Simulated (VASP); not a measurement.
## F: single point with PBE+D3(BJ)

F:

```xyz
4
Lattice="2.9120 -1.8142 0.3073 2.9120 1.8142 0.3073 -0.8492 0.0000 6.8333" Properties=species:S:1:pos:R:3 pbc="T T T"
F     4.2865   -0.5956    1.1026
F     1.1129   -0.5956    2.9287
F     0.6882    0.5956    6.3453
F     3.8619    0.5956    4.5193
```

```yaml
Program: VASP 6.6.1
Task: single point
Functional: PBE
Dispersion: D3(BJ)
Potentials_or_basis: VASP PAW PBE potentials, release 64 (F)
Cutoff: 520 eV
k_mesh: 8 × 8 × 4
Occupations: gaussian, width 0.05 eV
Spin: no spin polarisation
```

The pressure is -1.2 GPa. The largest force is 0.246 eV/Å, the band gap on the k mesh is 2.78 eV and the dispersion energy per atom is -0.025 eV.

Forces in eV/Å, atoms in the order of the input:
```
F    0.029 -0.109 -0.219
F   -0.029 -0.109  0.219
F   -0.029  0.109  0.219
F    0.029  0.109 -0.219
```

Stress tensor (GPa, compression positive):
```
-0.63  0.00  0.17
 0.00 -0.92  0.00
 0.17  0.00 -1.91
```

Levels at points of the mesh, in eV from the valence-band top:
```
           k point  band 12  band 13  band 14  band 15  band 16  band 17
(0.00, 0.00, 0.00)    -0.06    -0.06     0.00     2.78     3.48     8.89
(0.50, 0.00, 0.00)    -0.23    -0.09    -0.07     3.21     3.21    12.87
(0.50, 0.50, 0.00)    -0.37    -0.07    -0.05     2.96     3.44    12.77
(0.00, 0.00, 0.50)    -0.20    -0.03    -0.03     3.11     3.11     9.77
(0.50, 0.00, 0.50)    -0.20    -0.06    -0.05     3.18     3.19    13.40
(0.50, 0.50, 0.50)    -0.25    -0.23    -0.23     3.19     3.19    13.32
```

It took 42 s on 1 thread of Intel(R) Xeon(R) 6975P-C (Granite Rapids) (shared host), peak memory 0.24 GiB.

A k mesh can miss the band edges.
